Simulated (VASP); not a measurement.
HfN, 2 atoms in the cell. The structure is tetragonal, space group I4/mmm (No. 139). Conventional cell: a = 3.024 Å, b = 3.024 Å, c = 4.502 Å, α = 90.00°, β = 90.00°, γ = 90.00°. Hf (site symmetry 4/mmm) has 6 N at 2.14 to 2.25 Å within 2.8 Å. N (site symmetry 4/mmm) has 6 Hf at 2.14 to 2.25 Å within 2.8 Å.  This cell differs from its parent crystal: strain -0.050 along x and y, +0.000 along z.

| Property | Result |
| --- | --- |
| Program | VASP 6.6.1 |
| Task | single point |
| Functional | PBEsol |
| Potentials or basis | VASP PAW PBE potentials, release 64 (Hf_pv, N) |
| Cutoff | 600 eV |
| k mesh | 22 × 22 × 22 |
| Occupations | gaussian, width 0.15 eV |
| Spin | no spin polarisation |
| Dipole correction | no |
| Further INCAR settings | ALGO = Normal; EDIFF = 1e-06; NBANDS = 14 |

Potentials or basis: VASP PAW PBE potentials, release 64 (Hf_pv, N).

Command:

```bash
$ cat potpaw_PBE.64/Hf_pv/POTCAR potpaw_PBE.64/N/POTCAR > POTCAR
$ mpirun -np 1 vasp_std > vasp.out
```

Hardware: 1 thread of Intel(R) Xeon(R) 6975P-C (Granite Rapids), with other jobs on the host.

Q: How long does it take, and how much memory?

A: Run time: 96 s on 1 thread of Intel(R) Xeon(R) 6975P-C (Granite Rapids), with other jobs on the host, peak memory 0.42 GiB. Counts: scf iterations 12, k points 834.
